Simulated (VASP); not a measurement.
# Be (P6_3/mmc) in VASP: further runs

Runs on Be. Level: PBEsol. Tasks: single point, relaxation of volume and atoms at fixed shape.

Everything below comes from runs of VASP 6.6.1. Logs are shortened: lines on timing, memory, paths and dates and some standing lists are left out, and cuts for length are marked.

## (1) The cell of the first run

It takes space group P6_3/mmc (No. 194, hexagonal). Conventional cell: a = 2.260 Å, b = 2.260 Å, c = 3.545 Å, α = 90.00°, β = 90.00°, γ = 120.00°. Be (site symmetry -6m2) has 12 Be at 2.20 to 2.26 Å within 2.9 Å.

## (2) Single point, PBEsol

INCAR

```
SYSTEM = Be
PREC = Accurate
ENCUT = 600
EDIFF = 1E-6
ISMEAR = 1
SIGMA = 0.02
LREAL = .FALSE.
LASPH = .TRUE.
NELM = 120
ALGO = Normal
ISIF = 2
LWAVE = .FALSE.
LCHARG = .FALSE.
GGA = PS
NBANDS = 9
GGA_COMPAT = .FALSE.
```

KPOINTS

```
regular mesh
0
G
  23 23 13
  0 0 0
```

POSCAR

```
Be
1.0
    2.2600694653      0.0000000000      0.0000000000
   -1.1300347326      1.9572775713      0.0000000000
    0.0000000000      0.0000000000      3.5446291375
Be
2
Direct
    0.3333333333      0.6666666667      0.2500000000
    0.6666666667      0.3333333333      0.7500000000
```

Potentials or basis: VASP PAW PBE potentials, release 64 (Be).

The run is started by

```sh
cat potpaw_PBE.64/Be/POTCAR > POTCAR
mpirun -np 1 vasp_std > vasp.out
```

OUTCAR:

```text
SYSTEM = Be
   PREC = Accurate
   ENCUT = 600
   EDIFF = 1E-6
   ISMEAR = 1
   LREAL = .FALSE.
   LASPH = .TRUE.
   NELM = 120
   ISIF = 2
   GGA = PS

 ion  position               nearest neighbor table
   1  0.333  0.667  0.250-   2 2.20   2 2.20   2 2.20   2 2.20   2 2.20   2 2.20
   2  0.667  0.333  0.750-   1 2.20   1 2.20   1 2.20   1 2.20   1 2.20   1 2.20

  LATTYP: Found a hexagonal cell.
 ALAT       =     2.2600694653
 C/A-ratio  =     1.5683717655

  Lattice vectors:

 A1 = (   2.2600694653,   0.0000000000,   0.0000000000)
 A2 = (  -1.1300347326,   1.9572775713,   0.0000000000)
 A3 = (   0.0000000000,   0.0000000000,   3.5446291375)

Analysis of symmetry for initial positions (statically):
=====================================================================
 Subroutine PRICEL returns:
 Original cell was already a primitive cell.

 Routine SETGRP: Setting up the symmetry group for a
 hexagonal supercell.

 Subroutine GETGRP returns: Found 24 space group operations
 (whereof 12 operations were pure point group operations)
 out of a pool of 24 trial point group operations.

The static configuration has the point symmetry D_3d.
 The point group associated with its full space group is D_6h.

Analysis of symmetry for dynamics (positions and initial velocities):
=====================================================================
 Subroutine PRICEL returns:
 Original cell was already a primitive cell.

 Routine SETGRP: Setting up the symmetry group for a
 hexagonal supercell.

 Subroutine GETGRP returns: Found 24 space group operations
 (whereof 12 operations were pure point group operations)
 out of a pool of 24 trial point group operations.

The dynamic configuration has the point symmetry D_3d.
 The point group associated with its full space group is D_6h.

 Subroutine INISYM returns: Found 24 space group operations
 (whereof 12 operations are pure point group operations),
 and found     1 'primitive' translations

----------------------------------------------------------------------------------------

                                     Primitive cell

  volume of cell :      15.6800

  direct lattice vectors                    reciprocal lattice vectors
     2.260069465  0.000000000  0.000000000     0.442464276  0.255456869  0.000000000
    -1.130034733  1.957277571  0.000000000     0.000000000  0.510913738  0.000000000
     0.000000000  0.000000000  3.544629137     0.000000000  0.000000000  0.282116961

  length of vectors
     2.260069465  2.260069465  3.544629137     0.510913738  0.510913738  0.282116961

  position of ions in fractional coordinates (direct lattice)
     0.333333333  0.666666667  0.250000000
     0.666666667  0.333333333  0.750000000

  ion indices of the primitive-cell ions
   primitive index   ion index
                 1           1
                 2           2

----------------------------------------------------------------------------------------

 KPOINTS: regular mesh

Automatic generation of k-mesh.
 Grid dimensions read from file:
 generate k-points for:   23   23   13

 Generating k-lattice:

  Cartesian coordinates                     Fractional coordinates (reciprocal lattice)
     0.019237577  0.011106820  0.000000000     0.043478261  0.000000000  0.000000000
     0.000000000  0.022213641  0.000000000     0.000000000  0.043478261  0.000000000
     0.000000000  0.000000000  0.021701305     0.000000000  0.000000000  0.076923077

  Length of vectors
     0.022213641  0.022213641  0.021701305

  Shift w.r.t. Gamma in fractional coordinates (k-lattice)
     0.000000000  0.000000000  0.000000000

 Subroutine IBZKPT returns following result:
 ===========================================

 Found    392 irreducible k-points:

 Following reciprocal coordinates:
            Coordinates               Weight
  0.000000  0.000000  0.000000      1.000000
  0.043478  0.000000  0.000000      6.000000
  0.086957  0.000000  0.000000      6.000000
  0.130435  0.000000  0.000000      6.000000
  0.173913  0.000000  0.000000      6.000000
  0.217391 -0.000000  0.000000      6.000000
[... 16 lines left out ...]
  0.478261  0.043478  0.000000      6.000000
  0.086957  0.086957  0.000000      6.000000
 [... further k-points ...]
   k-points           NKPTS =    392   k-points in BZ     NKDIM =    392   number of bands    NBANDS=      9
   number of dos      NEDOS =    301   number of ions     NIONS =      2
   total plane-waves  NPLWV =   9072
   dimension x,y,z NGX =    18 NGY =   18 NGZ =   28
   dimension x,y,z NGXF=    36 NGYF=   36 NGZF=   56
   ions per type =               2
   NGX,Y,Z   is equivalent  to a cutoff of  13.24, 13.24, 13.13 a.u.
   NGXF,Y,Z  is equivalent  to a cutoff of  26.48, 26.48, 26.26 a.u.
 SYSTEM =  Be
   PREC   = accura    normal or accurate (medium, high low for compatibility)
   ISTART =      0    job   : 0-new  1-cont  2-samecut
   ICHARG =      2    charge: 1-file 2-atom 10-const
   ISPIN  =      1    spin polarized calculation?
   LNONCOLLINEAR =      F non collinear calculations
   LSORBIT =      F    spin-orbit coupling
   LASPH  =      T    aspherical Exc in radial PAW
   ENCUT  =  600.0 eV  44.10 Ry    6.64 a.u.   4.51  4.51  7.08*2*pi/ulx,y,z
   NELM   =    120;   NELMIN=  2; NELMDL= -5     # of ELM steps
   EDIFF  = 0.1E-05   stopping-criterion for ELM
   LREAL  =      F    real-space projection
   EDIFFG = 0.1E-04   stopping-criterion for IOM
   NSW    =      0    number of steps for IOM
   IBRION =     -1    ionic relax: 0-MD 1-quasi-New 2-CG
   NFREE  =      0    steps in history (QN), initial steepest desc. (CG)
   ISIF   =      2    stress and relaxation
   ISYM   =      2    0-nonsym 1-usesym 2-fastsym
   POTIM  = 0.5000    time-step for ionic-motion
   TEBEG  =    0.0;   TEEND  =   0.0 temperature during run
   PSTRESS=    0.0 pullay stress
   NELECT =       4.0000    total number of electrons
   NUPDOWN=      -1.0000    fix difference up-down
   EMIN   =  10.00;   EMAX   =-10.00  energy-range for DOS
   EFERMI =   0.00;   METHOD = LEGACY
   ISMEAR =     1;   SIGMA  =   0.02  broadening in eV -4-tet -1-fermi 0-gaus
   EFERMI_NEDOS =   21; number of points for ismear=-14 and -15
   IALGO  =     38    algorithm
   IMIX   =      4    mixing-type and parameters
     AMIX     =   0.40;   BMIX     =  1.00
     AMIX_MAG =   1.60;   BMIX_MAG =  1.00
  volume/ion in A,a.u.               =       7.84        52.91
  Fermi-wavevector in a.u.,A,eV,Ry     =   1.038277  1.962059 14.667336  1.078019
  Thomas-Fermi vector in A             =   2.172754
   LORBIT       =      0    0 simple, 1 ext, 2 COOP (PROOUT), +10 PAW based schemes
   GGA     = PS    functional components
   LHFCALC =     F    Hartree Fock is set to
   AEXX    =    0.0000 exact exchange contribution
   IVDW    =     0    specifies the selected vdW correction
   LEPSILON=     F    determine dielectric tensor
   LRPA    =     F    only Hartree local field effects (RPA)
 non-spin polarized calculation
 Methfessel and Paxton  Order N= 1 SIGMA  =   0.02
  energy-cutoff  :      600.00
  volume of cell :       15.68
 maximum number of plane-waves:       541
 NGX is ok and might be reduce to    18
   NGX =  9   NGY =  9   NGZ = 15

 number of electron       4.0000000 magnetization

 Free energy of the ion-electron system (eV)
  ---------------------------------------------------
  ext. energy  EPLUGINS =         0.00000000
  ---------------------------------------------------
  free energy    TOTEN  =        -7.99858192 eV

  energy without entropy =       -7.99857882  energy(sigma->0) =       -7.99858089

 E-fermi :   6.9774     XC(G=0): -10.6355

 val. band max:        6.9508224201   @ k =   0.3043   0.3043   0.3077
 cond. band min:       6.9785501948   @ k =   0.3043   0.1739   0.0000
 fundamental gap:      0.0277277746
 Fermi energy:         6.9773772691

 k-point     1 :       0.0000    0.0000    0.0000
  band No.  band energies     occupation
      1      -4.3053      2.00000
      2       2.6319      2.00000
      3       8.3074      0.00000
      4      23.1023      0.00000
      5      23.1023      0.00000
      6      25.9865      0.00000
      7      25.9865      0.00000
      8      28.2439      0.00000
      9      34.2684      0.00000

 k-point     2 :       0.0435    0.0000    0.0000
  band No.  band energies     occupation
      1      -4.2511      2.00000
      2       2.7034      2.00000
      3       8.3224      0.00000
      4      22.6360      0.00000
      5      22.7367      0.00000
      6      25.9987      0.00000
      7      26.1974      0.00000
      8      28.1379      0.00000
      9      33.2344      0.00000

 k-point     3 :       0.0870    0.0000    0.0000
  band No.  band energies     occupation
      1      -4.0884      2.00000
      2       2.9178      2.00000
      3       8.3653      0.00000
      4      21.4242      0.00000
      5      21.9265      0.00000
      6      25.9966      0.00000
      7      26.5176      0.00000
      8      27.7875      0.00000
      9      31.6346      0.00000

 k-point     4 :       0.1304    0.0000    0.0000
  band No.  band energies     occupation
      1      -3.8170      2.00000
      2       3.2747      2.00000
      3       8.4282      0.00000
      4      19.8064      0.00000
      5      20.9925      0.00000
      6      25.9165      0.00000
      7      26.6116      0.00000
      8      27.1026      0.00000
      9      29.8878      0.00000

 k-point     5 :       0.1739    0.0000    0.0000
  band No.  band energies     occupation
      1      -3.4369      2.00000
      2       3.7733      2.00000
      3       8.4918      0.00000
      4      18.0541      0.00000
      5      20.0699      0.00000
      6      25.6178      0.00000
      7      25.9844      0.00000
      8      26.4289      0.00000
      9      28.2914      0.00000

 k-point     6 :       0.2174   -0.0000    0.0000
  band No.  band energies     occupation
      1      -2.9480      2.00000
      2       4.4122      2.00000
      3       8.5127      0.00000
      4      16.3617      0.00000
      5      19.2157      0.00000
      6      24.4376      0.00000
      7      24.7544      0.00000
      8      26.0644      0.00000
      9      27.3009      0.00000
[... 169 lines left out ...]
 k-point    21 :       0.3913    0.0435    0.0000
  band No.  band energies     occupation
      1       0.5698      2.00000
      2       5.6927      2.00000
      3       8.9440      0.00000
      4      13.3883      0.00000
      5      15.9923      0.00000
      6      16.0671      0.00000
      7      19.0877      0.00000
      8      24.2582      0.00000
      9      27.1637      0.00000

 k-point    22 :       0.4348    0.0435    0.0000
  band No.  band energies     occupation
      1       1.5101      2.00000
      2       4.5855      2.00000
      3      10.1242      0.00000
      4      13.7292      0.00000
      5      14.4414      0.00000
      6      15.6099      0.00000
      7      18.4413      0.00000
      8      24.1018      0.00000
      9      27.1685      0.00000

 k-point    23 :       0.4783    0.0435    0.0000
  band No.  band energies     occupation
      1       2.0631      2.00000
      2       3.9690      2.00000
      3      10.7868      0.00000
      4      13.6539      0.00000
      5      13.9384      0.00000
      6      15.3753      0.00000
      7      18.2187      0.00000
      8      24.0490      0.00000
      9      27.1710      0.00000

 k-point    24 :       0.0870    0.0870    0.0000
  band No.  band energies     occupation
      1      -3.6540      2.00000
      2       3.4885      2.00000
      3       8.4659      0.00000
      4      19.4151      0.00000
      5      19.9257      0.00000
      6      25.9606      0.00000
      7      26.3772      0.00000
      8      26.7152      0.00000
      9      30.4155      0.00000

 [... further k-points ...]
[... 5 lines left out ...]
  --------------------------------------------------------------------------------------
  -------------------------------------------------------------------------------------
  Total       -0.0080523     -0.0080523      0.1262139     -0.0000000      0.0000000      0.0000000
  in kB       -0.8227809     -0.8227809     12.8965297     -0.0000000      0.0000000      0.0000000
  external PRESSURE =       3.7503226 kB  Pullay stress =       0.0000000 kB

 VOLUME and BASIS-vectors are now :
 -----------------------------------------------------------------------------
  energy-cutoff  :      600.00
  volume of cell :       15.68
      direct lattice vectors                 reciprocal lattice vectors
     2.260069465  0.000000000  0.000000000     0.442464276  0.255456869  0.000000000
    -1.130034733  1.957277571  0.000000000     0.000000000  0.510913738  0.000000000
     0.000000000  0.000000000  3.544629137     0.000000000  0.000000000  0.282116961

 POSITION                                       TOTAL-FORCE (eV/Angst)
 -----------------------------------------------------------------------------------
     -0.00000      1.30485      0.88616        -0.000000     -0.000000      0.000000
      1.13003      0.65243      2.65847         0.000000      0.000000      0.000000
 -----------------------------------------------------------------------------------
    total drift:                                0.000000     -0.000000      0.000000

  FREE ENERGIE OF THE ION-ELECTRON SYSTEM (eV)
  ---------------------------------------------------
  free  energy   TOTEN  =        -7.9985819213 eV

  energy  without entropy=       -7.9985788165  energy(sigma->0) =       -7.99858089
```

Run time: 48 s. Hardware: 1 thread of AMD EPYC 7R13, shared host; peak memory 0.14 GiB.

Results:

| Quantity | Value |
| --- | --- |
| Free energy | -7.9986 eV |
| Pressure | 0.4 GPa |
| Band gap on the k mesh | zero (bands 2 and 3 overlap by 1.41 eV) |

Stress tensor (GPa, compression positive):
```
-0.08  0.00  0.00
 0.00 -0.08  0.00
 0.00  0.00  1.29
```

Levels at points of the mesh, in eV from the Fermi level:
```csv
k point,band 1,band 2,band 3,band 4,band 5,band 6,band 7
"(0.00, 0.00, 0.00)",-11.28,-4.35,1.33,16.12,16.12,19.01,19.01
```

Caveat: the PAW data sets were made with another functional, which shifts forces and pressure a little.

## (3) Relaxation of volume and atoms at fixed shape, PBEsol

This run uses another cell than the first one, of 8.11 Å³/atom.

INCAR

```
SYSTEM = Be
PREC = Accurate
ENCUT = 600
EDIFF = 1E-7
ISMEAR = 1
SIGMA = 0.02
LREAL = .False.
LASPH = .True.
NELM = 120
ALGO = Normal
ISIF = 8
LWAVE = .False.
LCHARG = .False.
GGA = PS
IBRION = 2
NSW = 80
EDIFFG = -0.03
GGA_COMPAT = .False.
NELMIN = 4
```

KPOINTS

```
regular mesh
0
Gamma
  23 23 13
  0 0 0
```

POSCAR

```
Be
1.0
    2.2853000000      0.0000000000      0.0000000000
   -1.1426500000      1.9791278600      0.0000000000
    0.0000000000      0.0000000000      3.5842000000
Be
2
Direct
    0.3333333325      0.6666666650      0.2500000000
    0.6666666675      0.3333333350      0.7500000000
```

Potentials or basis: VASP PAW PBE potentials, release 64 (Be).

The run is started by

```sh
cat potpaw_PBE.64/Be/POTCAR > POTCAR
mpirun -np 1 vasp_std > vasp.out
```

It took 60 s on 1 thread of AMD EPYC 7R13, shared host; peak memory 0.13 GiB.

It converged, with:

```
Free energy                           : -7.9986 eV
Relaxed volume                        : 7.90 Å³/atom
Relaxed cell                          : a = 2.265 Å, b = 2.265 Å, c = 3.553 Å, α = 90.00°, β = 90.00°, γ = 120.00°
Space group after relaxing (to 0.1 Å) : P6_3/mmc (No. 194)
Energy gained by relaxing             : 2.7 meV/atom
Ionic steps                           : 2
Pressure after relaxing               : -0.5 GPa
Band gap on the k mesh                : zero (bands 2 and 3 overlap by 1.41 eV)
```

Stress tensor (GPa, compression positive):
```
-0.91  0.00  0.00
 0.00 -0.91  0.00
 0.00  0.00  0.33
```

Step by step:
```csv
step,energy change (eV),largest force (eV/Å),pressure (GPa),volume (Å³)
1,0.0000,0.0000,-3.58,16.21
2,-0.0054,0.0000,-0.50,15.79
```

Final structure:
```cif
data_structure
_symmetry_space_group_name_H-M 'P 1'
_symmetry_Int_Tables_number 1
_cell_length_a 2.2654
_cell_length_b 2.2654
_cell_length_c 3.5529
_cell_angle_alpha 90.000
_cell_angle_beta 90.000
_cell_angle_gamma 120.000
_cell_volume 15.79
loop_
_atom_site_label
_atom_site_type_symbol
_atom_site_fract_x
_atom_site_fract_y
_atom_site_fract_z
_atom_site_occupancy
Be1 Be 0.33333 0.66667 0.25000 1
Be2 Be 0.66667 0.33333 0.75000 1
```

Levels at points of the mesh, in eV from the Fermi level:
```csv
k point,band 1,band 2,band 3,band 4,band 5
"(0.00, 0.00, 0.00)",-11.25,-4.32,1.31,16.04,16.04
```

Caveat: the PAW data sets were made with another functional, which shifts forces and pressure a little.
